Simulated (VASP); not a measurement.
MgO, 4 atoms in the cell. Symmetry: P6_3/mmc, No. 194, hexagonal system. The conventional cell has a = 3.484 Å, b = 3.484 Å, c = 4.185 Å, α = 90.00°, β = 90.00°, γ = 120.00°. Within 2.7 Å of Mg (site symmetry -6m2) lie 5 O at 2.01 to 2.09 Å. Within 2.7 Å of O (site symmetry -6m2) lie 5 Mg at 2.01 to 2.09 Å. 

* Program: VASP 6.6.1
* Task: dielectric tensor
* Functional: r2SCAN
* Potentials or basis: VASP PAW PBE potentials, release 64 (Mg, O)
* Cutoff: 520 eV
* k mesh: 9 × 9 × 6
* Occupations: gaussian, width 0.01 eV
* Spin: no spin polarisation
* Dipole correction: no
* Further INCAR settings: ALGO = Normal; EDIFF = 1e-08

Potentials or basis: VASP PAW PBE potentials, release 64 (Mg, O).

Command:

```console
$ cat potpaw_PBE.64/Mg/POTCAR potpaw_PBE.64/O/POTCAR > POTCAR
$ mpirun -np 1 vasp_std > vasp.out
```

Hardware: 1 thread of Intel(R) Xeon(R) 6975P-C (Granite Rapids), with other jobs on the host.

Task: Estimate the wall time of this run.

Result: Run time: 25 min on 1 thread of Intel(R) Xeon(R) 6975P-C (Granite Rapids), on a shared host, peak memory 0.48 GiB. Counts: scf iterations 66, k points 48.
